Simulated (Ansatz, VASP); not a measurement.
Cd: VASP beside Ansatz

```xyz
2
Lattice="2.9789 0.0000 0.0000 -1.4894 2.5798 0.0000 0.0000 0.0000 5.6177" Properties=species:S:1:pos:R:3 pbc="T T T"
Cd    0.0000    1.7199    1.4044
Cd    1.4894    0.8599    4.2132
```

Alike in both runs: task single point; functional PBE; k mesh 6 × 6 × 4; occupations gaussian, width 0.1 eV; no spin polarisation; Hubbard terms Cd d U = 0.69 eV.

```csv
,VASP,Ansatz
version,VASP 6.6.1,Ansatz 0.2.0
potentials or method,"VASP PAW PBE potentials, release 64 (Cd)","scalar-relativistic, plane waves, PAW"
plane-wave cutoff (eV),500,420
valence electrons in the cell,24,40
```

```csv
,VASP,Ansatz,Ansatz less VASP
gap on the k mesh at the Fermi level (eV),none,none,-
pressure (GPa),4.3,4.1,-0.27
"traceless stress, the component that is largest in VASP (GPa)",-0.61,-0.47,+0.137
```

The programs project onto different local orbitals, so the same U acts differently, and such runs can settle in different states. A gap of «none» marks a metal or a gap that the smearing closes. VASP's potentials hold 24 valence electrons a cell and Ansatz's 40, so a difference there can come from the potentials and not from the codes. Ansatz's warnings: filled band counts differ across k points, stress scf threshold loose.

The k mesh is coarse, so the values compare programs but aren't converged.
